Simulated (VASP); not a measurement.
ZnSe, 2 atoms in the cell. The structure is cubic, space group F-43m (No. 216). Conventional cell: a = 5.493 Å, b = 5.493 Å, c = 5.493 Å, α = 90.00°, β = 90.00°, γ = 90.00°. Zn (site symmetry -43m) has 4 Se at 2.38 Å within 3.1 Å. Se (site symmetry -43m) has 4 Zn at 2.38 Å within 3.1 Å.  This cell differs from its parent crystal: volume scaled by 0.88.

```yaml
Program: VASP 6.6.1
Task: single point
Functional: PBE
Potentials_or_basis: VASP PAW PBE potentials, release 64 (Zn, Se)
Cutoff: 520 eV
k_mesh: 8 × 8 × 8
Occupations: gaussian, width 0.02 eV
Spin: no spin polarisation
Dipole_correction: no
Further_INCAR_settings: ALGO = Normal; EDIFF = 1e-06; NBANDS = 16
```

Potentials or basis: VASP PAW PBE potentials, release 64 (Zn, Se).

Launch:

```sh
$ cat potpaw_PBE.64/Zn/POTCAR potpaw_PBE.64/Se/POTCAR > POTCAR
$ mpirun -np 1 vasp_std > vasp.out
```

Hardware: 1 thread of Intel Xeon 8259CL, on a shared host.

**Question.** Estimate the wall time of this run.

**Answer.** Run time: 37 s on 1 thread of Intel Xeon 8259CL, on a shared host, peak memory 0.18 GiB. Counts: scf iterations 12, k points 29.
